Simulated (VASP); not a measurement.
A run of VASP 6.6.1:

Contents of INCAR:

```
ALGO     = Normal         # electronic algorithm
DIPOL    = 0.5 0.5 0.353
EDIFF    = 1E-6           # SCF threshold, eV
ENCUT    = 520            # plane-wave cutoff, eV
GGA      = PE             # functional
IDIPOL   = 3            
ISIF     = 2              # what is computed and relaxed
ISMEAR   = 0              # smearing method
IVDW     = 12             # dispersion correction
LASPH    = True           # aspherical terms in the spheres
LCHARG   = False          # write CHGCAR
LDIPOL   = True         
LREAL    = False          # projectors in reciprocal space
LWAVE    = False          # write WAVECAR
NBANDS   = 32             # bands
NELM     = 80             # most SCF steps
PREC     = Accurate       # precision mode
SIGMA    = 0.1            # smearing width, eV
```

The input KPOINTS:

```
k-points
0
Gamma
  6 6 1
```

Contents of POSCAR:

```
Ga2Sb2CO
1.0
    4.3343814621      0.0000000000      0.0000000000
   -2.1671907311      3.7536844559      0.0000000000
    0.0000000000      0.0000000000     23.3197422777
Sb Ga O C
2 2 1 1
Direct
    0.0000000000      0.0000000000      0.1715284823
    0.3333333333      0.6666666667      0.3301590654
    0.3333333333      0.6666666667      0.2094685204
    0.6666666667      0.3333333333      0.3632005095
    0.8888888889      1.2222222222      0.4961350833
    0.8888888889      1.2222222222      0.5454495220
```

Potentials or basis: VASP PAW PBE potentials, release 64 (Sb, Ga_d, O, C).

Command:

```bash
$ cat potpaw_PBE.64/Sb/POTCAR potpaw_PBE.64/Ga_d/POTCAR potpaw_PBE.64/O/POTCAR potpaw_PBE.64/C/POTCAR > POTCAR
$ mpirun -np 1 vasp_std > vasp.out
```

Hardware: 1 thread of Intel(R) Xeon(R) 6975P-C (Granite Rapids), on a shared host.

Q: How long does it take, and how much memory?

A: Run time: 3.9 min on 1 thread of Intel(R) Xeon(R) 6975P-C (Granite Rapids), on a shared host, peak memory 0.6 GiB. Counts: scf iterations 23, k points 20.
